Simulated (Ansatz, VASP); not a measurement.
# One calculation of CdTe, two programs

```
Cd Te
1.0
     0.00000    3.30947    3.30947
     3.30947    0.00000    3.30947
     3.30947    3.30947    0.00000
Cd Te
1 1
Direct
  0.00000 0.00000 0.00000
  0.25000 0.25000 0.25000
```

Alike in both runs: task single point; functional r2SCAN; k mesh 10 × 10 × 10; occupations gaussian, width 0.05 eV; no spin polarisation.

|  | VASP | Ansatz |
| --- | --- | --- |
| version | VASP 6.6.1 | Ansatz 0.2.0 |
| potentials or method | VASP PAW PBE potentials, release 64 (Cd, Te), cutoff 520 eV | scalar-relativistic, plane waves, PAW |
| valence electrons in the cell | 18 | 36 |

```csv
,VASP,Ansatz,Ansatz less VASP
gap on the k mesh at the Fermi level (eV),1.07,1.08,+0.008
least direct gap on the mesh (eV),1.07,1.08,+0.008
pressure (GPa),-1.0,-1.1,-0.10
```

VASP's potentials were made for PBE, not for r2SCAN. VASP's potentials hold 18 valence electrons a cell and Ansatz's 36, so a difference there can come from the potentials and not from the codes.

Spin-orbit coupling is off throughout.
